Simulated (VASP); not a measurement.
# Sn (Fmmm) in VASP: a series of runs

Runs on Sn. Level: r2SCAN. Tasks: single point.

All numbers are computed with VASP 6.6.1; they aren't measurements. Logs are shortened: lines on timing, memory, paths and dates and some standing lists are left out, and cuts for length are marked.

### 1 The cell of the first run

The structure is orthorhombic, space group Fmmm (No. 69). Conventional cell: a = 3.789 Å, b = 5.305 Å, c = 5.412 Å, α = 90.00°, β = 90.00°, γ = 90.00°. Sn (site symmetry mmm) has 14 Sn at 3.26 to 3.79 Å within 4.3 Å.

### 2 Single point, r2SCAN (strain -0.0200 x Voigt [0, 0, 0, 0, 0, 1])

Input file POSCAR:

```
Sn
1.0
   -1.9135983374      1.9135983374      1.8946518192
    1.9135983374     -1.9135983374      1.8946518192
    1.8757053010      1.8757053010     -1.8946518192
Sn
1
Direct
    0.0000000000      0.0000000000      0.0000000000
```

Input file INCAR.step1:

```
SYSTEM = Sn
PREC     = Accurate       ! precision mode
ENCUT    = 520            ! plane-wave cutoff, eV
ISMEAR   = 0              ! smearing method
SIGMA    = 0.15           ! smearing width, eV
LREAL    = .FALSE.        ! projectors in reciprocal space
LASPH    = .TRUE.         ! aspherical terms in the spheres
NELM     = 100            ! most SCF steps
NBANDS   = 13             ! bands
GGA      = PE             ! functional
ALGO     = Normal         ! electronic algorithm
EDIFF    = 1E-4           ! SCF threshold, eV
LWAVE    = .TRUE.         ! write WAVECAR
LCHARG   = .FALSE.        ! write CHGCAR
```

Input file INCAR.step2:

```
SYSTEM = Sn
PREC     = Accurate       ! precision mode
ENCUT    = 520            ! plane-wave cutoff, eV
EDIFF    = 1E-6           ! SCF threshold, eV
ISMEAR   = 0              ! smearing method
SIGMA    = 0.15           ! smearing width, eV
LREAL    = .FALSE.        ! projectors in reciprocal space
LASPH    = .TRUE.         ! aspherical terms in the spheres
NELM     = 100            ! most SCF steps
ALGO     = Normal         ! electronic algorithm
ISIF     = 2              ! what is computed and relaxed
LWAVE    = .FALSE.        ! write WAVECAR
LCHARG   = .FALSE.        ! write CHGCAR
METAGGA  = R2SCAN         ! meta-GGA
LMIXTAU  = .TRUE.       
NBANDS   = 13             ! bands
ISTART   = 1
```

Input file KPOINTS:

```
Automatic mesh
0
G
  18 18 18
  0 0 0
```

Potentials or basis: VASP PAW PBE potentials, release 64 (Sn_d).

Run with:

```sh
$ cat potpaw_PBE.64/Sn_d/POTCAR > POTCAR
$ cp INCAR.step1 INCAR
$ mpirun -np 1 vasp_std > vasp.out
$ cp INCAR.step2 INCAR
$ mpirun -np 1 vasp_std > vasp.out
```

OUTCAR:

```text
SYSTEM = Sn
   PREC = Accurate
   ENCUT = 520
   EDIFF = 1E-6
   ISMEAR = 0
   LREAL = .FALSE.
   LASPH = .TRUE.
   NELM = 100
   ISIF = 2
   METAGGA = R2SCAN
   ISTART = 1

 ion  position               nearest neighbor table
   1  0.000  0.000  0.000-

  LATTYP: Found a face centered orthorhombic cell.
 ALAT       =     3.7893036384
 B/A-ratio  =     1.4000714267
 C/A-ratio  =     1.4283556980

  Lattice vectors:

 A1 = (  -0.0378930364,   3.7893036384,   0.0000000000)
 A2 = (  -1.9135983374,   1.9135983374,   1.8946518192)
 A3 = (   1.8757053010,   1.8757053010,   1.8946518192)

Analysis of symmetry for initial positions (statically):
=====================================================================
 Subroutine PRICEL returns:
 Original cell was already a primitive cell.

 Routine SETGRP: Setting up the symmetry group for a
 face centered orthorhombic supercell.

 Subroutine GETGRP returns: Found  8 space group operations
 (whereof  8 operations were pure point group operations)
 out of a pool of  8 trial point group operations.

The static configuration has the point symmetry D_2h.

Analysis of symmetry for dynamics (positions and initial velocities):
=====================================================================
 Subroutine PRICEL returns:
 Original cell was already a primitive cell.

 Routine SETGRP: Setting up the symmetry group for a
 face centered orthorhombic supercell.

 Subroutine GETGRP returns: Found  8 space group operations
 (whereof  8 operations were pure point group operations)
 out of a pool of  8 trial point group operations.

The dynamic configuration has the point symmetry D_2h.

 Subroutine INISYM returns: Found  8 space group operations
 (whereof  8 operations are pure point group operations),
 and found     1 'primitive' translations

----------------------------------------------------------------------------------------

                                     Primitive cell

  volume of cell :      27.2022

  direct lattice vectors                    reciprocal lattice vectors
    -1.913598337  1.913598337  1.894651819     0.002639271  0.263927124  0.263900731
     1.913598337 -1.913598337  1.894651819     0.263927124  0.002639271  0.263900731
     1.875705301  1.875705301 -1.894651819     0.266566395  0.266566395  0.000000000

  length of vectors
     3.303546989  3.303546989  3.259792366     0.373239987  0.373239987  0.376981811

  position of ions in fractional coordinates (direct lattice)
     0.000000000  0.000000000  0.000000000

  ion indices of the primitive-cell ions
   primitive index   ion index
                 1           1

----------------------------------------------------------------------------------------

 KPOINTS: Automatic mesh

Automatic generation of k-mesh.
 Grid dimensions read from file:
 generate k-points for:   18   18   18

 Generating k-lattice:

  Cartesian coordinates                     Fractional coordinates (reciprocal lattice)
     0.000146626  0.014662618  0.014661152     0.055555556 -0.000000000  0.000000000
     0.014662618  0.000146626  0.014661152    -0.000000000  0.055555556  0.000000000
     0.014809244  0.014809244  0.000000000     0.000000000  0.000000000  0.055555556

  Length of vectors
     0.020735555  0.020735555  0.020943434

  Shift w.r.t. Gamma in fractional coordinates (k-lattice)
     0.000000000  0.000000000  0.000000000

 Subroutine IBZKPT returns following result:
 ===========================================

 Found    865 irreducible k-points:

 Following reciprocal coordinates:
            Coordinates               Weight
  0.000000  0.000000  0.000000      1.000000
  0.055556 -0.000000  0.000000      8.000000
  0.111111 -0.000000  0.000000      8.000000
  0.166667 -0.000000  0.000000      8.000000
  0.222222 -0.000000  0.000000      8.000000
  0.277778  0.000000  0.000000      8.000000
[... 16 lines left out ...]
 -0.277778  0.055556 -0.000000      8.000000
 -0.222222  0.055556 -0.000000      8.000000
 [... further k-points ...]
   k-points           NKPTS =    865   k-points in BZ     NKDIM =    865   number of bands    NBANDS=     13
   number of dos      NEDOS =    301   number of ions     NIONS =      1
   total plane-waves  NPLWV =  18816
   dimension x,y,z NGX =    28 NGY =   28 NGZ =   24
   dimension x,y,z NGXF=    56 NGYF=   56 NGZF=   48
   ions per type =               1
   NGX,Y,Z   is equivalent  to a cutoff of  14.09, 14.09, 12.24 a.u.
   NGXF,Y,Z  is equivalent  to a cutoff of  28.18, 28.18, 24.48 a.u.
 SYSTEM =  Sn
   PREC   = accura    normal or accurate (medium, high low for compatibility)
   ISTART =      1    job   : 0-new  1-cont  2-samecut
   ICHARG =      0    charge: 1-file 2-atom 10-const
   ISPIN  =      1    spin polarized calculation?
   LNONCOLLINEAR =      F non collinear calculations
   LSORBIT =      F    spin-orbit coupling
   LASPH  =      T    aspherical Exc in radial PAW
   ENCUT  =  520.0 eV  38.22 Ry    6.18 a.u.   6.14  6.14  6.06*2*pi/ulx,y,z
   NELM   =    100;   NELMIN=  2; NELMDL=  0     # of ELM steps
   EDIFF  = 0.1E-05   stopping-criterion for ELM
   LREAL  =      F    real-space projection
   EDIFFG = 0.1E-04   stopping-criterion for IOM
   NSW    =      0    number of steps for IOM
   IBRION =     -1    ionic relax: 0-MD 1-quasi-New 2-CG
   NFREE  =      0    steps in history (QN), initial steepest desc. (CG)
   ISIF   =      2    stress and relaxation
   ISYM   =      2    0-nonsym 1-usesym 2-fastsym
   POTIM  = 0.5000    time-step for ionic-motion
   TEBEG  =    0.0;   TEEND  =   0.0 temperature during run
   PSTRESS=    0.0 pullay stress
   NELECT =      14.0000    total number of electrons
   NUPDOWN=      -1.0000    fix difference up-down
   EMIN   =  10.00;   EMAX   =-10.00  energy-range for DOS
   EFERMI =   0.00;   METHOD = LEGACY
   ISMEAR =     0;   SIGMA  =   0.15  broadening in eV -4-tet -1-fermi 0-gaus
   EFERMI_NEDOS =   21; number of points for ismear=-14 and -15
   IALGO  =     38    algorithm
   IMIX   =      4    mixing-type and parameters
     AMIX     =   0.40;   BMIX     =  1.00
     AMIX_MAG =   1.60;   BMIX_MAG =  1.00
  volume/ion in A,a.u.               =      27.20       183.57
  Fermi-wavevector in a.u.,A,eV,Ry     =   1.311946  2.479218 23.418374  1.721202
  Thomas-Fermi vector in A             =   2.442372
   LORBIT       =      0    0 simple, 1 ext, 2 COOP (PROOUT), +10 PAW based schemes
   METAGGA = R2SCAN    functional components
   LHFCALC =     F    Hartree Fock is set to
   AEXX    =    0.0000 exact exchange contribution
   IVDW    =     0    specifies the selected vdW correction
   LEPSILON=     F    determine dielectric tensor
   LRPA    =     F    only Hartree local field effects (RPA)
 non-spin polarized calculation
 Gauss-broadening in eV      SIGMA  =   0.15
  energy-cutoff  :      520.00
  volume of cell :       27.20
 maximum number of plane-waves:       750
 NGX is ok and might be reduce to    28
   NGX = 13   NGY = 13   NGZ = 13

 number of electron      13.9999999 magnetization

 Free energy of the ion-electron system (eV)
  ---------------------------------------------------
  ext. energy  EPLUGINS =         0.00000000
  ---------------------------------------------------
  free energy    TOTEN  =       -24.50284621 eV

  energy without entropy =      -24.49606933  energy(sigma->0) =      -24.49945777

 E-fermi :   8.0162     XC(G=0): -11.2546

 val. band max:        8.0115167478   @ k =   0.1667   0.1111   0.3333
 cond. band min:       8.0185296311   @ k =  -0.3889   0.1667  -0.0000
 fundamental gap:      0.0070128833
 Fermi energy:         8.0161500783

 k-point     1 :       0.0000    0.0000    0.0000
  band No.  band energies     occupation
      1     -14.2528      2.00000
      2     -14.2428      2.00000
      3     -14.2319      2.00000
      4     -14.0897      2.00000
      5     -14.0891      2.00000
      6      -3.6213      2.00000
      7      16.2371      0.00000
      8      16.4490      0.00000
      9      16.6340      0.00000
     10      20.8220      0.00000
     11      20.9361      0.00000
     12      21.0827      0.00000
     13      21.1515      0.00000

 k-point     2 :       0.0556   -0.0000    0.0000
  band No.  band energies     occupation
      1     -14.2509      2.00000
      2     -14.2399      2.00000
      3     -14.2288      2.00000
      4     -14.0914      2.00000
      5     -14.0895      2.00000
      6      -3.5501      2.00000
      7      15.7642      0.00000
      8      16.0858      0.00000
      9      16.4282      0.00000
     10      19.9116      0.00000
     11      20.1749      0.00000
     12      20.7782      0.00000
     13      21.5998      0.00000

 k-point     3 :       0.1111   -0.0000    0.0000
  band No.  band energies     occupation
      1     -14.2514      2.00000
      2     -14.2329      2.00000
      3     -14.2130      2.00000
      4     -14.0961      2.00000
      5     -14.0903      2.00000
      6      -3.3364      2.00000
      7      14.2792      0.00000
      8      15.3770      0.00000
      9      16.1292      0.00000
     10      19.0099      0.00000
     11      19.3835      0.00000
     12      20.5709      0.00000
     13      22.2363      0.00000
[... 305 lines left out ...]
 k-point    23 :      -0.2778    0.0556   -0.0000
  band No.  band energies     occupation
      1     -14.2661      2.00000
      2     -14.2169      2.00000
      3     -14.1219      2.00000
      4     -14.1101      2.00000
      5     -14.0929      2.00000
      6      -2.1319      2.00000
      7       9.6773      0.00000
      8      12.8826      0.00000
      9      14.6773      0.00000
     10      18.0015      0.00000
     11      18.3188      0.00000
     12      20.8199      0.00000
     13      23.5921      0.00000

 k-point    24 :      -0.2222    0.0556   -0.0000
  band No.  band energies     occupation
      1     -14.2586      2.00000
      2     -14.2249      2.00000
      3     -14.1592      2.00000
      4     -14.1057      2.00000
      5     -14.0917      2.00000
      6      -2.7007      2.00000
      7      11.4938      0.00000
      8      13.6446      0.00000
      9      15.1719      0.00000
     10      18.4957      0.00000
     11      18.7350      0.00000
     12      20.5285      0.00000
     13      23.1735      0.00000

 [... further k-points ...]
[... 5 lines left out ...]
  --------------------------------------------------------------------------------------
  -------------------------------------------------------------------------------------
  Total       -0.0688058     -0.0688058     -0.0558246      0.0106319     -0.0000000      0.0000000
  in kB       -4.0525728     -4.0525728     -3.2879991      0.6262024     -0.0000000      0.0000000
  external PRESSURE =      -3.7977149 kB  Pullay stress =       0.0000000 kB

 VOLUME and BASIS-vectors are now :
 -----------------------------------------------------------------------------
  energy-cutoff  :      520.00
  volume of cell :       27.20
      direct lattice vectors                 reciprocal lattice vectors
    -1.913598337  1.913598337  1.894651819     0.002639271  0.263927124  0.263900731
     1.913598337 -1.913598337  1.894651819     0.263927124  0.002639271  0.263900731
     1.875705301  1.875705301 -1.894651819     0.266566395  0.266566395  0.000000000

 POSITION                                       TOTAL-FORCE (eV/Angst)
 -----------------------------------------------------------------------------------
      0.00000      0.00000      0.00000         0.000000      0.000000      0.000000
 -----------------------------------------------------------------------------------
    total drift:                                0.000000     -0.000000     -0.000000

  FREE ENERGIE OF THE ION-ELECTRON SYSTEM (eV)
  ---------------------------------------------------
  free  energy   TOTEN  =       -24.5028462117 eV

  energy  without entropy=      -24.4960693277  energy(sigma->0) =      -24.49945777
```

Wall time 19 min (1 thread of Intel Xeon Platinum 8259CL at 2.50GHz (Skylake/Cascade Lake), shared host); peak memory 0.39 GiB.

What came out:

* Free energy: -24.5028 eV
* Pressure: -0.4 GPa
* Band gap on the k mesh: zero (bands 7 and 8 overlap by 10.84 eV)

Levels at points of the mesh, in eV from the Fermi level:
```csv
k point,band 4,band 5,band 6,band 7,band 8,band 9,band 10,band 11
"(0.00, 0.00, 0.00)",-22.11,-22.11,-11.64,8.22,8.43,8.62,12.81,12.92
"(0.50, 0.00, 0.00)",-22.11,-22.02,-6.64,-4.68,3.73,5.88,8.39,8.82
"(0.50, 0.50, 0.00)",-22.11,-22.02,-6.81,-4.72,3.91,5.93,8.69,8.73
"(0.00, 0.00, 0.50)",-22.12,-22.01,-6.47,-4.63,3.59,5.79,8.42,8.56
"(0.50, 0.50, 0.50)",-22.04,-22.03,-2.32,-0.68,-0.59,-0.48,4.19,4.20
```

Caveat: the cell differs from its parent crystal (strain -0.0200 x Voigt [0, 0, 0, 0, 0, 1]); the PAW data sets were made with another functional, which shifts forces and pressure a little; spin-orbit coupling is left out, which moves the levels of the heavy elements.

### 3 Single point, r2SCAN (strain +0.0100 x Voigt [0, 0, 0, 0, 0, 1])

Input file POSCAR:

```
Sn
1.0
   -1.8851785601      1.8851785601      1.8946518192
    1.8851785601     -1.8851785601      1.8946518192
    1.9041250783      1.9041250783     -1.8946518192
Sn
1
Direct
    0.0000000000      0.0000000000      0.0000000000
```

Input file INCAR.step1:

```
ALGO = Normal
EDIFF = 1E-4
ENCUT = 520
GGA = PE
ISMEAR = 0
LASPH = True
LCHARG = False
LREAL = False
LWAVE = True
NBANDS = 13
NELM = 60
PREC = Accurate
SIGMA = 0.15
```

Input file INCAR.step2:

```
ALGO = Normal
EDIFF = 1E-6
ENCUT = 520
ISIF = 2
ISMEAR = 0
ISTART = 1
LASPH = True
LCHARG = False
LMIXTAU = True
LREAL = False
LWAVE = False
METAGGA = R2SCAN
NBANDS = 13
NELM = 60
PREC = Accurate
SIGMA = 0.15
```

Input file KPOINTS:

```
k-points
0
Gamma
  18 18 18
```

Potentials or basis: VASP PAW PBE potentials, release 64 (Sn_d).

Run with:

```sh
$ cat potpaw_PBE.64/Sn_d/POTCAR > POTCAR
$ cp INCAR.step1 INCAR
$ mpirun -np 1 vasp_std > vasp.out
$ cp INCAR.step2 INCAR
$ mpirun -np 1 vasp_std > vasp.out
```

OUTCAR:

```text
EDIFF = 1E-6
   ENCUT = 520
   ISIF = 2
   ISMEAR = 0
   ISTART = 1
   LASPH = True
   LREAL = False
   METAGGA = R2SCAN
   NELM = 60
   PREC = Accurate

 ion  position               nearest neighbor table
   1  0.000  0.000  0.000-

  LATTYP: Found a face centered orthorhombic cell.
 ALAT       =     3.7893036384
 B/A-ratio  =     1.4071424946
 C/A-ratio  =     1.4212846302

  Lattice vectors:

 A1 = (   3.7893036384,   0.0189465182,   0.0000000000)
 A2 = (   1.9041250783,   1.9041250783,   1.8946518192)
 A3 = (   1.8851785601,  -1.8851785601,   1.8946518192)

Analysis of symmetry for initial positions (statically):
=====================================================================
 Subroutine PRICEL returns:
 Original cell was already a primitive cell.

 Routine SETGRP: Setting up the symmetry group for a
 face centered orthorhombic supercell.

 Subroutine GETGRP returns: Found  8 space group operations
 (whereof  8 operations were pure point group operations)
 out of a pool of  8 trial point group operations.

The static configuration has the point symmetry D_2h.

Analysis of symmetry for dynamics (positions and initial velocities):
[... 161 lines left out ...]
 fundamental gap:      0.0027722130
 Fermi energy:         8.0161512551

 k-point     1 :       0.0000    0.0000    0.0000
  band No.  band energies     occupation
      1     -14.2475      2.00000
      2     -14.2424      2.00000
      3     -14.2369      2.00000
      4     -14.0899      2.00000
      5     -14.0897      2.00000
      6      -3.6209      2.00000
      7      16.3434      0.00000
      8      16.4462      0.00000
      9      16.5421      0.00000
     10      20.8730      0.00000
     11      20.9339      0.00000
     12      21.0030      0.00000
     13      21.2107      0.00000
[... 354 lines left out ...]
  band No.  band energies     occupation
      1     -14.2557      2.00000
      2     -14.2232      2.00000
      3     -14.1602      2.00000
      4     -14.1070      2.00000
      5     -14.0931      2.00000
      6      -2.6909      2.00000
      7      11.4798      0.00000
      8      13.8720      0.00000
      9      15.0945      0.00000
     10      18.1688      0.00000
     11      18.8145      0.00000
     12      20.5193      0.00000
     13      23.2131      0.00000

 [... further k-points ...]
[... 5 lines left out ...]
  --------------------------------------------------------------------------------------
  -------------------------------------------------------------------------------------
  Total       -0.0643850     -0.0643850     -0.0596643      0.0020478      0.0000000      0.0000000
  in kB       -3.7919080     -3.7919080     -3.5138843      0.1206033      0.0000000      0.0000000
  external PRESSURE =      -3.6992334 kB  Pullay stress =       0.0000000 kB

 VOLUME and BASIS-vectors are now :
 -----------------------------------------------------------------------------
  energy-cutoff  :      520.00
  volume of cell :       27.20
      direct lattice vectors                 reciprocal lattice vectors
    -1.885178560  1.885178560  1.894651819    -0.001319537  0.263907329  0.263900731
     1.885178560 -1.885178560  1.894651819     0.263907329 -0.001319537  0.263900731
     1.904125078  1.904125078 -1.894651819     0.262587792  0.262587792  0.000000000

 POSITION                                       TOTAL-FORCE (eV/Angst)
 -----------------------------------------------------------------------------------
      0.00000      0.00000      0.00000        -0.000000      0.000000      0.000000
 -----------------------------------------------------------------------------------
    total drift:                               -0.000000      0.000000      0.000000

  FREE ENERGIE OF THE ION-ELECTRON SYSTEM (eV)
  ---------------------------------------------------
  free  energy   TOTEN  =       -24.5028513488 eV

  energy  without entropy=      -24.4956656116  energy(sigma->0) =      -24.49925848
```

Wall time 11 min (1 thread of Intel Xeon Platinum 8259CL at 2.50GHz (Skylake/Cascade Lake), shared host); peak memory 0.37 GiB.

What came out:

- Free energy: -24.5029 eV
- Pressure: -0.4 GPa
- Band gap on the k mesh: zero (bands 7 and 8 overlap by 10.94 eV)

Caveat: the cell differs from its parent crystal (strain +0.0100 x Voigt [0, 0, 0, 0, 0, 1]); the PAW data sets were made with another functional, which shifts forces and pressure a little; spin-orbit coupling is left out, which moves the levels of the heavy elements.
